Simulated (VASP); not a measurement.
# Cu (P6_3/mmc) in VASP: further runs, part 2 of 2

VASP 6.6.1. Earlier steps stand in the parts before.

## Step 3: Single point, r2SCAN

This run uses another cell than the first one, of 10.77 Å³/atom.

POSCAR

```
Cu
1.0
    2.4791012850      0.0000000000      0.0000000000
   -1.2395506425      2.1469646914      0.0000000000
    0.0000000000      0.0000000000      8.0931592851
Cu
4
Direct
    0.6666666667      0.3333333333      0.7500000000
    0.0000000000      0.0000000000      0.5000000000
    0.3333333333      0.6666666667      0.2500000000
    0.0000000000      0.0000000000      0.0000000000
```

INCAR.step1

```
ALGO = Normal
EDIFF = 1E-4
ENCUT = 520
GGA = PE
ISMEAR = -1
LASPH = True
LCHARG = False
LREAL = False
LWAVE = True
NBANDS = 30
NELM = 80
PREC = Accurate
SIGMA = 0.05
```

INCAR.step2

```
ALGO = Normal
EDIFF = 1E-6
ENCUT = 520
ISIF = 2
ISMEAR = -1
ISTART = 1
LASPH = True
LCHARG = False
LMIXTAU = True
LREAL = False
LWAVE = False
METAGGA = R2SCAN
NBANDS = 30
NELM = 80
PREC = Accurate
SIGMA = 0.05
```

KPOINTS

```
k-points
0
Gamma
  12 12 4
```

Potentials or basis: VASP PAW PBE potentials, release 64 (Cu).

On the command line:

```bash
$ cat potpaw_PBE.64/Cu/POTCAR > POTCAR
$ cp INCAR.step1 INCAR
$ mpirun -np 1 vasp_std > vasp.out
$ cp INCAR.step2 INCAR
$ mpirun -np 1 vasp_std > vasp.out
```

OUTCAR:

```text
EDIFF = 1E-6
   ENCUT = 520
   ISIF = 2
   ISMEAR = -1
   ISTART = 1
   LASPH = True
   LREAL = False
   METAGGA = R2SCAN
   NELM = 80
   PREC = Accurate

 ion  position               nearest neighbor table
   1  0.667  0.333  0.750-   2 2.48   4 2.48   2 2.48   4 2.48   2 2.48   4 2.48
   2  0.000  0.000  0.500-   1 2.48   3 2.48   1 2.48   3 2.48   1 2.48   3 2.48
   3  0.333  0.667  0.250-   2 2.48   4 2.48   2 2.48   4 2.48   2 2.48   4 2.48
   4  0.000  0.000  0.000-   1 2.48   3 2.48   1 2.48   3 2.48   1 2.48   3 2.48

  LATTYP: Found a hexagonal cell.
 ALAT       =     2.4791012850
 C/A-ratio  =     3.2645537050

  Lattice vectors:

 A1 = (   2.4791012850,   0.0000000000,   0.0000000000)
 A2 = (  -1.2395506425,   2.1469646914,   0.0000000000)
 A3 = (   0.0000000000,   0.0000000000,   8.0931592851)

Analysis of symmetry for initial positions (statically):
=====================================================================
 Subroutine PRICEL returns:
 Original cell was already a primitive cell.

 Routine SETGRP: Setting up the symmetry group for a
[... 171 lines left out ...]
  energy without entropy =      -43.16007949  energy(sigma->0) =      -43.16640771

 E-fermi :   8.5051     XC(G=0): -14.3768

 val. band max:        8.4928676108   @ k =   0.1667   0.0833   0.5000
 cond. band min:       8.5745234874   @ k =   0.5000   0.0000   0.5000
 fundamental gap:      0.0816558766
 Fermi energy:         8.5050708704

 k-point     1 :       0.0000    0.0000    0.0000
  band No.  band energies     occupation
      1      -1.8317      2.00000
      2       0.5042      2.00000
      3       0.5174      2.00000
      4       2.7881      2.00000
      5       4.8385      2.00000
      6       4.8392      2.00000
[... 781 lines left out ...]
     29      22.4522      0.00000
     30      23.2518      0.00000

 [... further k-points ...]

------------------------ aborting loop because EDIFF is reached ----------------------------------------

  FORCE on cell =-STRESS in cart. coord.  units (eV):
  Direction    XX          YY          ZZ          XY          YZ          ZX
  --------------------------------------------------------------------------------------
  -------------------------------------------------------------------------------------
  Total        3.4004140      3.4004140      3.1579588      0.0000000      0.0000000      0.0000000
  in kB      126.4751266    126.4751266    117.4572373      0.0000000      0.0000000      0.0000000
  external PRESSURE =     123.4691635 kB  Pullay stress =       0.0000000 kB

 VOLUME and BASIS-vectors are now :
 -----------------------------------------------------------------------------
  energy-cutoff  :      520.00
  volume of cell :       43.08
      direct lattice vectors                 reciprocal lattice vectors
     2.479101285  0.000000000  0.000000000     0.403371982  0.232886923  0.000000000
    -1.239550643  2.146964691  0.000000000     0.000000000  0.465773845  0.000000000
     0.000000000  0.000000000  8.093159285     0.000000000  0.000000000  0.123561142

 POSITION                                       TOTAL-FORCE (eV/Angst)
 -----------------------------------------------------------------------------------
      1.23955      0.71565      6.06987        -0.000000      0.000000      0.000000
      0.00000      0.00000      4.04658        -0.000000      0.000000      0.000000
     -0.00000      1.43131      2.02329         0.000000     -0.000000      0.000000
      0.00000      0.00000      0.00000        -0.000000      0.000000      0.000000
 -----------------------------------------------------------------------------------
    total drift:                                0.000000     -0.000000      0.000000

  FREE ENERGIE OF THE ION-ELECTRON SYSTEM (eV)
  ---------------------------------------------------
  free  energy   TOTEN  =       -43.1727359207 eV

  energy  without entropy=      -43.1600794898  energy(sigma->0) =      -43.16640771
```

OUTCAR.step1:

```text
EDIFF = 1E-4
   ENCUT = 520
   GGA = PE
   ISMEAR = -1
   LASPH = True
   LREAL = False
[... 1021 lines left out ...]
      0.00000      0.00000      4.04658        -0.000000      0.000000      0.000000
     -0.00000      1.43131      2.02329        -0.000000     -0.000000     -0.000000
      0.00000      0.00000      0.00000        -0.000000      0.000000      0.000000
 -----------------------------------------------------------------------------------
    total drift:                                0.000000     -0.000000      0.000000

  FREE ENERGIE OF THE ION-ELECTRON SYSTEM (eV)
  ---------------------------------------------------
  free  energy   TOTEN  =       -14.6111054912 eV

  energy  without entropy=      -14.5981934531  energy(sigma->0) =      -14.60464947
```

OSZICAR.step1:

```text
N       E                     dE             d eps       ncg     rms          rms(c)
DAV:   1     0.329371111567E+03    0.32937E+03   -0.20040E+04  3692   0.271E+03
DAV:   2     0.114521011564E+02   -0.31792E+03   -0.30577E+03  3420   0.391E+02
DAV:   3    -0.176192910378E+02   -0.29071E+02   -0.27409E+02  3752   0.164E+02
DAV:   4    -0.183541780855E+02   -0.73489E+00   -0.73361E+00  4004   0.352E+01
DAV:   5    -0.183649387827E+02   -0.10761E-01   -0.10760E-01  4168   0.419E+00    0.156E+01
DAV:   6    -0.157509066674E+02    0.26140E+01   -0.26948E+01  3846   0.113E+02    0.664E+00
DAV:   7    -0.146638689892E+02    0.10870E+01   -0.47448E+00  3926   0.459E+01    0.112E+00
DAV:   8    -0.146199348355E+02    0.43934E-01   -0.81105E-02  4632   0.388E+00    0.694E-01
DAV:   9    -0.146136897943E+02    0.62450E-02   -0.76192E-03  4114   0.297E+00    0.389E-01
DAV:  10    -0.146110461934E+02    0.26436E-02   -0.51482E-03  4110   0.169E+00    0.485E-02
DAV:  11    -0.146111054912E+02   -0.59298E-04   -0.94186E-04  3818   0.379E-01
   1 F= -.14611105E+02 E0= -.14604649E+02  d E =-.129120E-01
```

Run time: 4.5 min. Hardware: 1 thread of Intel Xeon 8259CL, shared host; peak memory 0.19 GiB.

What came out:

```
Free energy            : -43.1727 eV
Pressure               : 12.3 GPa
Band gap on the k mesh : zero (bands 22 and 23 overlap by 5.66 eV)
```

Levels at points of the mesh, in eV from the Fermi level:
```csv
k point,band 18,band 19,band 20,band 21,band 22,band 23,band 24,band 25,band 26,band 27
"(0.00, 0.00, 0.00)",-2.30,-2.30,-2.12,-2.12,-1.79,-1.79,-1.24,4.56,13.90,13.90
"(0.50, 0.00, 0.00)",-1.63,-1.62,-1.60,-0.75,0.39,1.17,1.82,5.42,5.43,9.44
"(0.00, 0.00, 0.50)",-2.46,-2.46,-2.46,-1.93,-1.93,-1.93,-1.93,7.88,7.88,20.74
"(0.50, 0.00, 0.50)",-1.73,-1.63,-1.63,0.07,0.07,1.58,1.58,5.92,5.92,7.93
```

Caveat: the cell stands under pressure; the PAW data sets were made with another functional, which shifts forces and pressure a little.

## Step 4: Single point, r2SCAN

This run uses another cell than the first one, of 11.00 Å³/atom.

POSCAR

```
Cu
1.0
    2.4965603200      0.0000000000      0.0000000000
   -1.2482801600      2.1620846592      0.0000000000
    0.0000000000      0.0000000000      8.1501552425
Cu
4
Direct
    0.6666666667      0.3333333333      0.7500000000
    0.0000000000      0.0000000000      0.5000000000
    0.3333333333      0.6666666667      0.2500000000
    0.0000000000      0.0000000000      0.0000000000
```

INCAR.step1

```
PREC     = Accurate       # precision mode
ENCUT    = 520            # plane-wave cutoff, eV
ISMEAR   = -1             # smearing method
SIGMA    = 0.05           # smearing width, eV
LREAL    = F              # projectors in reciprocal space
LASPH    = T              # aspherical terms in the spheres
NELM     = 80             # most SCF steps
NBANDS   = 30             # bands
GGA      = PE             # functional
ALGO     = Normal         # electronic algorithm
EDIFF    = 1E-4           # SCF threshold, eV
LWAVE    = T              # write WAVECAR
LCHARG   = F              # write CHGCAR
```

INCAR.step2

```
PREC     = Accurate       # precision mode
ENCUT    = 520            # plane-wave cutoff, eV
EDIFF    = 1E-6           # SCF threshold, eV
ISMEAR   = -1             # smearing method
SIGMA    = 0.05           # smearing width, eV
LREAL    = F              # projectors in reciprocal space
LASPH    = T              # aspherical terms in the spheres
NELM     = 80             # most SCF steps
ALGO     = Normal         # electronic algorithm
ISIF     = 2              # what is computed and relaxed
LWAVE    = F              # write WAVECAR
LCHARG   = F              # write CHGCAR
METAGGA  = R2SCAN         # meta-GGA
LMIXTAU  = T            
NBANDS   = 30             # bands
ISTART   = 1
```

KPOINTS

```
regular mesh
0
Gamma
  12 12 4
```

On the command line:

```bash
$ cat potpaw_PBE.64/Cu/POTCAR > POTCAR
$ cp INCAR.step1 INCAR
$ mpirun -np 1 vasp_std > vasp.out
$ cp INCAR.step2 INCAR
$ mpirun -np 1 vasp_std > vasp.out
```

Run time: 6.3 min. Hardware: 1 thread of Intel Xeon 8259CL, shared host; peak memory 0.2 GiB.

Results (log left out):

```
Free energy            : -43.2321 eV
Pressure               : 7.9 GPa
Band gap on the k mesh : zero (bands 22 and 23 overlap by 5.59 eV)
```

Stress tensor (GPa, compression positive):
```
8.17 0.00 0.00
0.00 8.17 0.00
0.00 0.00 7.50
```

Levels at points of the mesh, in eV from the Fermi level:
```tsv
k point	band 20	band 21	band 22	band 23	band 24	band 25
(0.00, 0.00, 0.00)	-2.08	-2.08	-1.76	-1.76	-1.17	4.45
(0.50, 0.00, 0.00)	-1.58	-0.70	0.43	1.15	1.80	5.31
(0.00, 0.00, 0.50)	-2.41	-1.89	-1.89	-1.89	-1.89	7.75
(0.50, 0.00, 0.50)	-1.61	0.09	0.09	1.57	1.57	5.81
```

Caveat: the cell stands under pressure; the PAW data sets were made with another functional, which shifts forces and pressure a little.

## Step 5: Single point, r2SCAN

This run uses another cell than the first one, of 11.23 Å³/atom.

POSCAR

```
Cu
1.0
    2.5137785214      0.0000000000      0.0000000000
   -1.2568892608      2.1769960591      0.0000000000
    0.0000000000      0.0000000000      8.2063649859
Cu
4
Direct
    0.6666666667      0.3333333333      0.7500000000
    0.0000000000      0.0000000000      0.5000000000
    0.3333333333      0.6666666667      0.2500000000
    0.0000000000      0.0000000000      0.0000000000
```

INCAR.step1

```
PREC = Accurate
ENCUT = 520
ISMEAR = -1
SIGMA = 0.05
LREAL = False
LASPH = True
NELM = 60
NBANDS = 30
GGA = PE
ALGO = Normal
EDIFF = 1E-4
LWAVE = True
LCHARG = False
```

INCAR.step2

```
PREC = Accurate
ENCUT = 520
EDIFF = 1E-6
ISMEAR = -1
SIGMA = 0.05
LREAL = False
LASPH = True
NELM = 60
ALGO = Normal
ISIF = 2
LWAVE = False
LCHARG = False
METAGGA = R2SCAN
LMIXTAU = True
NBANDS = 30
ISTART = 1
```

KPOINTS

```
Automatic mesh
0
Gamma
  12 12 4
```

On the command line:

```bash
$ cat potpaw_PBE.64/Cu/POTCAR > POTCAR
$ cp INCAR.step1 INCAR
$ mpirun -np 1 vasp_std > vasp.out
$ cp INCAR.step2 INCAR
$ mpirun -np 1 vasp_std > vasp.out
```

It took 6.9 min on 1 thread of Intel Xeon 8259CL, shared host; peak memory 0.2 GiB.

The run converged. Its results:

```
Free energy            : -43.2672 eV
Pressure               : 4.1 GPa
Band gap on the k mesh : zero (bands 22 and 23 overlap by 5.52 eV)
```

Stress tensor (GPa, compression positive):
```
4.27 0.00 0.00
0.00 4.27 0.00
0.00 0.00 3.71
```

Levels at points of the mesh, in eV from the Fermi level:
| k point | band 20 | band 21 | band 22 | band 23 | band 24 | band 25 |
| --- | --- | --- | --- | --- | --- | --- |
| (0.00, 0.00, 0.00) | -2.05 | -2.05 | -1.73 | -1.73 | -1.10 | 4.34 |
| (0.50, 0.00, 0.00) | -1.56 | -0.65 | 0.46 | 1.13 | 1.78 | 5.19 |
| (0.00, 0.00, 0.50) | -2.36 | -1.86 | -1.86 | -1.86 | -1.86 | 7.63 |
| (0.50, 0.00, 0.50) | -1.59 | 0.10 | 0.10 | 1.55 | 1.55 | 5.71 |

Caveat: the cell stands under pressure; the PAW data sets were made with another functional, which shifts forces and pressure a little.

## Step 6: Single point, r2SCAN

This run uses another cell than the first one, of 11.46 Å³/atom.

POSCAR

```
Cu
1.0
    2.5307640267      0.0000000000      0.0000000000
   -1.2653820134      2.1917059381      0.0000000000
    0.0000000000      0.0000000000      8.2618150800
Cu
4
Direct
    0.6666666667      0.3333333333      0.7500000000
    0.0000000000      0.0000000000      0.5000000000
    0.3333333333      0.6666666667      0.2500000000
    0.0000000000      0.0000000000      0.0000000000
```

INCAR.step1

```
SYSTEM = Cu
ALGO = Normal
EDIFF = 1E-4
ENCUT = 520
GGA = PE
ISMEAR = -1
LASPH = .True.
LCHARG = .False.
LREAL = .False.
LWAVE = .True.
NBANDS = 30
NELM = 60
PREC = Accurate
SIGMA = 0.05
```

INCAR.step2

```
SYSTEM = Cu
ALGO = Normal
EDIFF = 1E-6
ENCUT = 520
ISIF = 2
ISMEAR = -1
ISTART = 1
LASPH = .True.
LCHARG = .True.
LELF = .True.
LMIXTAU = .True.
LREAL = .False.
LVHAR = .True.
LWAVE = .False.
METAGGA = R2SCAN
NBANDS = 30
NELM = 60
PREC = Accurate
SIGMA = 0.05
```

KPOINTS

```
k-points
0
Gamma
  12 12 4
  0 0 0
```

Potentials or basis: VASP PAW PBE potentials, release 64 (Cu).

On the command line:

```bash
$ cat potpaw_PBE.64/Cu/POTCAR > POTCAR
$ cp INCAR.step1 INCAR
$ mpirun -np 1 vasp_std > vasp.out
$ cp INCAR.step2 INCAR
$ mpirun -np 1 vasp_std > vasp.out
```

OUTCAR:

```text
SYSTEM = Cu
   EDIFF = 1E-6
   ENCUT = 520
   ISIF = 2
   ISMEAR = -1
   ISTART = 1
   LASPH = .True.
   LREAL = .False.
   METAGGA = R2SCAN
   NELM = 60
   PREC = Accurate

 ion  position               nearest neighbor table
   1  0.667  0.333  0.750-   2 2.53   4 2.53   2 2.53   4 2.53   2 2.53   4 2.53
   2  0.000  0.000  0.500-   1 2.53   3 2.53   1 2.53   3 2.53   1 2.53   3 2.53
   3  0.333  0.667  0.250-   2 2.53   4 2.53   2 2.53   4 2.53   2 2.53   4 2.53
   4  0.000  0.000  0.000-   1 2.53   3 2.53   1 2.53   3 2.53   1 2.53   3 2.53

  LATTYP: Found a hexagonal cell.
 ALAT       =     2.5307640267
 C/A-ratio  =     3.2645537051
[... 993 lines left out ...]
  -------------------------------------------------------------------------------------
  Total        0.2296189      0.2296189      0.0890576     -0.0000000     -0.0000000      0.0000000
  in kB        8.0280270      8.0280270      3.1136665     -0.0000000     -0.0000000      0.0000000
  external PRESSURE =       6.3899068 kB  Pullay stress =       0.0000000 kB

 VOLUME and BASIS-vectors are now :
 -----------------------------------------------------------------------------
  energy-cutoff  :      520.00
  volume of cell :       45.83
      direct lattice vectors                 reciprocal lattice vectors
     2.530764027  0.000000000  0.000000000     0.395137591  0.228132794  0.000000000
    -1.265382013  2.191705938  0.000000000     0.000000000  0.456265589  0.000000000
     0.000000000  0.000000000  8.261815080     0.000000000  0.000000000  0.121038778

 POSITION                                       TOTAL-FORCE (eV/Angst)
 -----------------------------------------------------------------------------------
      1.26538      0.73057      6.19636        -0.000000     -0.000000     -0.000000
      0.00000      0.00000      4.13091        -0.000000      0.000000     -0.000000
     -0.00000      1.46114      2.06545         0.000000     -0.000000      0.000000
      0.00000      0.00000      0.00000        -0.000000      0.000000     -0.000000
 -----------------------------------------------------------------------------------
    total drift:                                0.000000     -0.000000      0.000000

  FREE ENERGIE OF THE ION-ELECTRON SYSTEM (eV)
  ---------------------------------------------------
  free  energy   TOTEN  =       -43.2812454464 eV

  energy  without entropy=      -43.2685239804  energy(sigma->0) =      -43.27488471
```

OSZICAR.step1:

```text
N       E                     dE             d eps       ncg     rms          rms(c)
DAV:   1     0.336033414749E+03    0.33603E+03   -0.19831E+04  3580   0.267E+03
DAV:   2     0.133640361844E+02   -0.32267E+03   -0.31085E+03  3420   0.397E+02
DAV:   3    -0.176905629648E+02   -0.31055E+02   -0.29134E+02  3726   0.167E+02
DAV:   4    -0.185040020041E+02   -0.81344E+00   -0.81187E+00  3944   0.368E+01
DAV:   5    -0.185147261120E+02   -0.10724E-01   -0.10724E-01  4388   0.415E+00    0.155E+01
DAV:   6    -0.161694955492E+02    0.23452E+01   -0.28892E+01  3828   0.115E+02    0.743E+00
DAV:   7    -0.148846832547E+02    0.12848E+01   -0.54021E+00  3920   0.483E+01    0.973E-01
DAV:   8    -0.148511158154E+02    0.33567E-01   -0.93206E-02  4922   0.570E+00    0.783E-01
DAV:   9    -0.148455654000E+02    0.55504E-02   -0.13826E-02  4016   0.413E+00    0.538E-01
DAV:  10    -0.148404626850E+02    0.51027E-02   -0.10234E-02  4040   0.208E+00    0.332E-02
DAV:  11    -0.148405351241E+02   -0.72439E-04   -0.70557E-04  3774   0.288E-01
   1 F= -.14840535E+02 E0= -.14834043E+02  d E =-.129834E-01
```

Run time: 6.4 min. Hardware: 1 thread of Intel Xeon 8259CL, shared host; peak memory 0.2 GiB.

Results:

| Quantity | Value |
| --- | --- |
| Free energy | -43.2812 eV |
| Pressure | 0.6 GPa |
| Band gap on the k mesh | zero (bands 22 and 23 overlap by 5.46 eV) |

Levels at points of the mesh, in eV from the Fermi level:
```
           k point  band 19  band 20  band 21  band 22  band 23  band 24  band 25  band 26
(0.00, 0.00, 0.00)    -2.18    -2.01    -2.01    -1.71    -1.71    -1.04     4.23    13.36
(0.50, 0.00, 0.00)    -1.56    -1.54    -0.60     0.50     1.12     1.75     5.08     5.09
(0.00, 0.00, 0.50)    -2.32    -2.32    -1.83    -1.83    -1.83    -1.83     7.51     7.51
(0.50, 0.00, 0.50)    -1.57    -1.57     0.11     0.11     1.54     1.54     5.61     5.61
```

Caveat: the PAW data sets were made with another functional, which shifts forces and pressure a little.

## Step 7: Summary

```tsv
level	potentials or basis	cell	gap on the mesh (eV)	pressure (GPa)
LDA	VASP PAW LDA potentials, release 64 (Cu)	a = 2.580, b = 2.580, c = 8.424 Å, angles 90.0, 90.0, 120.0°, 4 atoms	none	-14.7
r2SCAN	VASP PAW PBE potentials, release 64 (Cu)	a = 2.479, b = 2.479, c = 8.093 Å, angles 90.0, 90.0, 120.0°, 4 atoms	none	12.3
r2SCAN	VASP PAW PBE potentials, release 64 (Cu)	a = 2.497, b = 2.497, c = 8.150 Å, angles 90.0, 90.0, 120.0°, 4 atoms	none	7.9
r2SCAN	VASP PAW PBE potentials, release 64 (Cu)	a = 2.514, b = 2.514, c = 8.206 Å, angles 90.0, 90.0, 120.0°, 4 atoms	none	4.1
r2SCAN	VASP PAW PBE potentials, release 64 (Cu)	a = 2.531, b = 2.531, c = 8.262 Å, angles 90.0, 90.0, 120.0°, 4 atoms	none	0.6
```

Alike in all rows: task single point; no spin polarisation; k mesh 12 × 12 × 4; cutoff (eV) 520; smearing fermi-dirac 0.05 eV.

Caveats: the PAW data sets were made with another functional, which shifts forces and pressure a little (at least some runs); the cell stands under pressure (at least some runs); the cell stands under tension (at least some runs).

Total energies depend on the potentials used, so only differences within one code and one set of settings carry meaning.
